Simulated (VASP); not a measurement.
# SnO (Pmn2_1) in VASP: single point with r2SCAN

Aim: the single point of SnO with r2SCAN.

All numbers are computed with VASP 6.6.1; they aren't measurements. Logs are shortened: lines on timing, memory, paths and dates and some standing lists are left out, and cuts for length are marked.

### 1 The cell of the first run

The structure is orthorhombic, space group Pmn2_1 (No. 31). Conventional cell: a = 3.303 Å, b = 5.758 Å, c = 4.001 Å, α = 90.00°, β = 90.00°, γ = 90.00°. Sn (site symmetry m) has 3 O at 2.12 to 2.13 Å within 2.8 Å. Within 2.8 Å of O (site symmetry m) lie 3 Sn at 2.12 to 2.13 Å.

### 2 Single point, r2SCAN

Input file POSCAR:

```
SnO
1.0
    3.3031148417      0.0000000000      0.0000000000
    0.0000000000      5.7577050573      0.0000000000
    0.0000000000      0.0000000000      4.0008070726
Sn O
2 2
Direct
    0.0000000000      0.2294420242      0.5172649377
    0.5000000000      0.7705579758      0.0172649377
    0.0000000000      0.8935339404      0.7327360623
    0.5000000000      0.1064660596      0.2327360623
```

Input file INCAR.step1:

```
SYSTEM = SnO
ALGO = Normal ; EDIFF = 1E-4
ENCUT = 520 ; GGA = PE
ISMEAR = 0 ; LASPH = .True.
LCHARG = .False. ; LREAL = .False.
LWAVE = .True. ; NBANDS = 28
NELM = 60 ; PREC = Accurate
SIGMA = 0.01
```

Input file INCAR.step2:

```
SYSTEM = SnO
ALGO = Normal ; EDIFF = 1E-6
ENCUT = 520 ; ISIF = 2
ISMEAR = 0 ; ISTART = 1
LASPH = .True. ; LCHARG = .False.
LMIXTAU = .True. ; LREAL = .False.
LWAVE = .False. ; METAGGA = R2SCAN
NBANDS = 28 ; NELM = 60
PREC = Accurate ; SIGMA = 0.01
```

Input file KPOINTS:

```
k-points
0
Gamma
  6 4 6
  0 0 0
```

Potentials or basis: VASP PAW PBE potentials, release 64 (Sn_d, O).

Launch:

```bash
$ cat potpaw_PBE.64/Sn_d/POTCAR potpaw_PBE.64/O/POTCAR > POTCAR
$ cp INCAR.step1 INCAR
$ mpirun -np 1 vasp_std > vasp.out
$ cp INCAR.step2 INCAR
$ mpirun -np 1 vasp_std > vasp.out
```

OUTCAR:

```text
SYSTEM = SnO
   EDIFF = 1E-6
   ENCUT = 520
   ISIF = 2
   ISMEAR = 0
   ISTART = 1
   LASPH = .True.
   LREAL = .False.
   METAGGA = R2SCAN
   NELM = 60
   PREC = Accurate

 ion  position               nearest neighbor table
   1  0.000  0.229  0.517-   3 2.12   4 2.13   4 2.13   2 3.70   2 3.70   2 3.70   2 3.70
   2  0.500  0.771  0.017-   4 2.12   3 2.13   3 2.13   1 3.70   1 3.70   1 3.70   1 3.70
   3  0.000  0.894  0.733-   1 2.12   2 2.13   2 2.13
   4  0.500  0.106  0.233-   2 2.12   1 2.13   1 2.13

  LATTYP: Found a simple orthorhombic cell.
 ALAT       =     3.3031148417
 B/A-ratio  =     1.2112225170
 C/A-ratio  =     1.7431137981

  Lattice vectors:

 A1 = (  -3.3031148417,   0.0000000000,   0.0000000000)
 A2 = (   0.0000000000,   0.0000000000,   4.0008070726)
 A3 = (   0.0000000000,   5.7577050573,   0.0000000000)

Analysis of symmetry for initial positions (statically):
=====================================================================
 Subroutine PRICEL returns:
 Original cell was already a primitive cell.

 Routine SETGRP: Setting up the symmetry group for a
 simple orthorhombic supercell.

 Subroutine GETGRP returns: Found  4 space group operations
 (whereof  2 operations were pure point group operations)
 out of a pool of  8 trial point group operations.

The static configuration has the point symmetry C_1h.
 The point group associated with its full space group is C_2v.

Analysis of symmetry for dynamics (positions and initial velocities):
=====================================================================
 Subroutine PRICEL returns:
 Original cell was already a primitive cell.

 Routine SETGRP: Setting up the symmetry group for a
 simple orthorhombic supercell.

 Subroutine GETGRP returns: Found  4 space group operations
 (whereof  2 operations were pure point group operations)
 out of a pool of  8 trial point group operations.

The dynamic configuration has the point symmetry C_1h.
 The point group associated with its full space group is C_2v.

 Subroutine INISYM returns: Found  4 space group operations
 (whereof  2 operations are pure point group operations),
 and found     1 'primitive' translations

----------------------------------------------------------------------------------------

                                     Primitive cell

  volume of cell :      76.0888

  direct lattice vectors                    reciprocal lattice vectors
     3.303114842  0.000000000  0.000000000     0.302744545  0.000000000  0.000000000
     0.000000000  5.757705057  0.000000000     0.000000000  0.173680310  0.000000000
     0.000000000  0.000000000  4.000807073     0.000000000  0.000000000  0.249949568

  length of vectors
     3.303114842  5.757705057  4.000807073     0.302744545  0.173680310  0.249949568

  position of ions in fractional coordinates (direct lattice)
     0.000000000  0.229442024  0.517264938
     0.500000000  0.770557976  0.017264938
     0.000000000  0.893533940  0.732736062
     0.500000000  0.106466060  0.232736062

  ion indices of the primitive-cell ions
   primitive index   ion index
                 1           1
                 2           2
                 3           3
                 4           4

----------------------------------------------------------------------------------------

 KPOINTS: k-points

Automatic generation of k-mesh.
 Grid dimensions read from file:
 generate k-points for:    6    4    6

 Generating k-lattice:

  Cartesian coordinates                     Fractional coordinates (reciprocal lattice)
     0.050457424  0.000000000  0.000000000     0.166666667  0.000000000  0.000000000
     0.000000000  0.043420078  0.000000000     0.000000000  0.250000000  0.000000000
     0.000000000  0.000000000  0.041658261     0.000000000  0.000000000  0.166666667

  Length of vectors
     0.050457424  0.043420078  0.041658261

  Shift w.r.t. Gamma in fractional coordinates (k-lattice)
     0.000000000  0.000000000  0.000000000

 Subroutine IBZKPT returns following result:
 ===========================================

 Found     48 irreducible k-points:

 Following reciprocal coordinates:
            Coordinates               Weight
  0.000000  0.000000  0.000000      1.000000
  0.166667  0.000000  0.000000      2.000000
  0.333333  0.000000  0.000000      2.000000
  0.500000  0.000000  0.000000      1.000000
  0.000000  0.250000  0.000000      2.000000
  0.166667  0.250000  0.000000      4.000000
[... 16 lines left out ...]
  0.333333  0.500000  0.166667      4.000000
  0.500000  0.500000  0.166667      2.000000
 [... further k-points ...]
   k-points           NKPTS =     48   k-points in BZ     NKDIM =     48   number of bands    NBANDS=     28
   number of dos      NEDOS =    301   number of ions     NIONS =      4
   total plane-waves  NPLWV =  40320
   dimension x,y,z NGX =    28 NGY =   48 NGZ =   30
   dimension x,y,z NGXF=    56 NGYF=   96 NGZF=   60
   ions per type =               2   2
   NGX,Y,Z   is equivalent  to a cutoff of  14.09, 13.86, 12.47 a.u.
   NGXF,Y,Z  is equivalent  to a cutoff of  28.18, 27.72, 24.93 a.u.
 SYSTEM =  SnO
   PREC   = accura    normal or accurate (medium, high low for compatibility)
   ISTART =      1    job   : 0-new  1-cont  2-samecut
   ICHARG =      0    charge: 1-file 2-atom 10-const
   ISPIN  =      1    spin polarized calculation?
   LNONCOLLINEAR =      F non collinear calculations
   LSORBIT =      F    spin-orbit coupling
   LASPH  =      T    aspherical Exc in radial PAW
   ENCUT  =  520.0 eV  38.22 Ry    6.18 a.u.   6.14 10.71  7.44*2*pi/ulx,y,z
   NELM   =     60;   NELMIN=  2; NELMDL=  0     # of ELM steps
   EDIFF  = 0.1E-05   stopping-criterion for ELM
   LREAL  =      F    real-space projection
[... 7 lines left out ...]
   TEBEG  =    0.0;   TEEND  =   0.0 temperature during run
   PSTRESS=    0.0 pullay stress
   NELECT =      40.0000    total number of electrons
   NUPDOWN=      -1.0000    fix difference up-down
   EMIN   =  10.00;   EMAX   =-10.00  energy-range for DOS
   EFERMI =   0.00;   METHOD = LEGACY
   ISMEAR =     0;   SIGMA  =   0.01  broadening in eV -4-tet -1-fermi 0-gaus
   EFERMI_NEDOS =   21; number of points for ismear=-14 and -15
   IALGO  =     38    algorithm
   IMIX   =      4    mixing-type and parameters
     AMIX     =   0.40;   BMIX     =  1.00
     AMIX_MAG =   1.60;   BMIX_MAG =  1.00
  volume/ion in A,a.u.               =      19.02       128.37
  Fermi-wavevector in a.u.,A,eV,Ry     =   1.321259  2.496817 23.752032  1.745725
  Thomas-Fermi vector in A             =   2.451026
   LORBIT       =      0    0 simple, 1 ext, 2 COOP (PROOUT), +10 PAW based schemes
   METAGGA = R2SCAN    functional components
   LHFCALC =     F    Hartree Fock is set to
   AEXX    =    0.0000 exact exchange contribution
   IVDW    =     0    specifies the selected vdW correction
   LEPSILON=     F    determine dielectric tensor
   LRPA    =     F    only Hartree local field effects (RPA)
 non-spin polarized calculation
 Gauss-broadening in eV      SIGMA  =   0.01
  energy-cutoff  :      520.00
  volume of cell :       76.09
 maximum number of plane-waves:      2088
 NGX is ok and might be reduce to    28
   NGX = 13   NGY = 21   NGZ = 15

 number of electron      40.0000010 magnetization

 Free energy of the ion-electron system (eV)
  ---------------------------------------------------
  ext. energy  EPLUGINS =         0.00000000
  ---------------------------------------------------
  free energy    TOTEN  =       -66.57791635 eV

  energy without entropy =      -66.57791635  energy(sigma->0) =      -66.57791635

 E-fermi :   5.3063     XC(G=0): -10.4253

 val. band max:        5.2520765431   @ k =   0.0000   0.0000   0.0000
 cond. band min:       7.2123425997   @ k =   0.0000   0.5000   0.3333
 fundamental gap:      1.9602660566
 Fermi energy:         5.3063136078

 k-point     1 :       0.0000    0.0000    0.0000
  band No.  band energies     occupation
      1     -16.8561      2.00000
      2     -16.3490      2.00000
      3     -16.2126      2.00000
      4     -16.1906      2.00000
      5     -16.1608      2.00000
      6     -16.1328      2.00000
[... 20 lines left out ...]
     27      14.9103      0.00000
     28      15.6631      0.00000

 k-point     2 :       0.1667    0.0000    0.0000
  band No.  band energies     occupation
      1     -16.8491      2.00000
      2     -16.4175      2.00000
      3     -16.2485      2.00000
      4     -16.1969      2.00000
      5     -16.1719      2.00000
      6     -16.1241      2.00000
[... 20 lines left out ...]
     27      14.9598      0.00000
     28      15.8326      0.00000

 k-point     3 :       0.3333    0.0000    0.0000
  band No.  band energies     occupation
      1     -16.8488      2.00000
      2     -16.6663      2.00000
      3     -16.1884      2.00000
      4     -16.1793      2.00000
      5     -16.1452      2.00000
      6     -16.1293      2.00000
[... 20 lines left out ...]
     27      14.5547      0.00000
     28      16.0416      0.00000

 k-point     4 :       0.5000    0.0000    0.0000
  band No.  band energies     occupation
      1     -16.8148      2.00000
      2     -16.8148      2.00000
      3     -16.1762      2.00000
      4     -16.1762      2.00000
      5     -16.1220      2.00000
      6     -16.1220      2.00000
[... 578 lines left out ...]
     27      15.8408      0.00000
     28      16.5410      0.00000

 k-point    23 :       0.3333    0.5000    0.1667
  band No.  band energies     occupation
      1     -16.8472      2.00000
      2     -16.6923      2.00000
      3     -16.1890      2.00000
      4     -16.1875      2.00000
      5     -16.1350      2.00000
      6     -16.1283      2.00000
[... 20 lines left out ...]
     27      15.5407      0.00000
     28      16.0676      0.00000

 k-point    24 :       0.5000    0.5000    0.1667
  band No.  band energies     occupation
      1     -16.8272      2.00000
      2     -16.8272      2.00000
      3     -16.1811      2.00000
      4     -16.1811      2.00000
      5     -16.1152      2.00000
      6     -16.1152      2.00000
[... 20 lines left out ...]
     27      15.4128      0.00000
     28      15.4128      0.00000

 [... further k-points ...]
[... 5 lines left out ...]
  --------------------------------------------------------------------------------------
  -------------------------------------------------------------------------------------
  Total        0.7493530      0.7164221      0.7075925      0.0000000      0.0000000      0.0000000
  in kB       15.7788862     15.0854711     14.8995494      0.0000000      0.0000000      0.0000000
  external PRESSURE =      15.2546355 kB  Pullay stress =       0.0000000 kB

 VOLUME and BASIS-vectors are now :
 -----------------------------------------------------------------------------
  energy-cutoff  :      520.00
  volume of cell :       76.09
      direct lattice vectors                 reciprocal lattice vectors
     3.303114842  0.000000000  0.000000000     0.302744545  0.000000000  0.000000000
     0.000000000  5.757705057  0.000000000     0.000000000  0.173680310  0.000000000
     0.000000000  0.000000000  4.000807073     0.000000000  0.000000000  0.249949568

 POSITION                                       TOTAL-FORCE (eV/Angst)
 -----------------------------------------------------------------------------------
      0.00000      1.32106      2.06948         0.000000      0.115058      0.041730
      1.65156      4.43665      0.06907         0.000000     -0.115058      0.041730
      0.00000      5.14470      2.93154         0.000000     -0.003442     -0.041730
      1.65156      0.61300      0.93113         0.000000      0.003442     -0.041730
 -----------------------------------------------------------------------------------
    total drift:                                0.000000     -0.000000      0.002565

  FREE ENERGIE OF THE ION-ELECTRON SYSTEM (eV)
  ---------------------------------------------------
  free  energy   TOTEN  =       -66.5779163523 eV

  energy  without entropy=      -66.5779163523  energy(sigma->0) =      -66.57791635
```

It took 4.1 min on 1 thread of Intel Xeon Platinum 8375C at 2.90GHz (Ice Lake), shared host; peak memory 0.25 GiB.

What came out:

```
Free energy            : -66.5779 eV
Pressure               : 1.5 GPa
Largest force          : 0.122 eV/Å
Band gap on the k mesh : 1.96 eV, indirect (least direct gap 2.79 eV)
```

Forces in eV/Å, atoms in the order of the input:
```
Sn   0.000  0.115  0.042
Sn   0.000 -0.115  0.042
O    0.000 -0.003 -0.042
O    0.000  0.003 -0.042
```

Levels at points of the mesh, in eV from the valence-band top:
```csv
k point,band 18,band 19,band 20,band 21,band 22,band 23
"(0.00, 0.00, 0.00)",-2.98,-2.39,0.00,3.40,3.63,6.58
"(0.50, 0.00, 0.00)",-3.01,-1.31,-1.31,2.89,2.89,6.30
"(0.00, 0.50, 0.00)",-3.00,-1.97,-1.71,3.76,4.74,5.73
"(0.50, 0.50, 0.00)",-3.05,-1.04,-1.04,2.30,2.30,7.00
"(0.00, 0.00, 0.50)",-3.60,-1.80,-1.80,2.97,2.97,5.93
"(0.50, 0.00, 0.50)",-3.57,-1.07,-1.07,2.47,2.47,4.90
"(0.00, 0.50, 0.50)",-3.30,-1.63,-1.63,2.23,2.23,6.56
"(0.50, 0.50, 0.50)",-3.80,-0.48,-0.48,2.74,2.74,4.55
```

Caveat: the PAW data sets were made with another functional, which shifts forces and pressure a little; spin-orbit coupling is left out, which moves the levels of the heavy elements. A k mesh can miss the band edges.
